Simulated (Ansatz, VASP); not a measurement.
**Two plane-wave programs on Na4Se3**

```
Na Se
1.0
     5.50647    0.00000    0.00000
     0.00000    5.50647    0.00000
     0.00000    0.00000    5.50647
Na Se
4 3
Direct
  0.00000 0.00000 0.00000
  0.00000 0.50000 0.50000
  0.50000 0.00000 0.50000
  0.50000 0.50000 0.00000
  0.50000 0.00000 0.00000
  0.00000 0.50000 0.00000
  0.00000 0.00000 0.50000
```

Alike in both runs: task single point; functional r2SCAN; k mesh 6 × 6 × 6; no spin polarisation.

|  | VASP | Ansatz |
| --- | --- | --- |
| version | VASP 6.6.1 | Ansatz 0.2.0 |
| potentials or method | VASP PAW PBE potentials, release 64 (Na_pv, Se), cutoff 520 eV | PAW plane waves |
| occupations | methfessel-paxton of order 1, width 0.1632 eV | cold, width 0.1632 eV |
| valence electrons in the cell | 46 | 84 |

```tsv
	VASP	Ansatz	Ansatz less VASP
pressure (GPa)	5.6	5.8	+0.19
```

VASP's potentials were made for PBE, not for r2SCAN. VASP's potentials hold 46 valence electrons a cell and Ansatz's 84, so a difference there can come from the potentials and not from the codes.
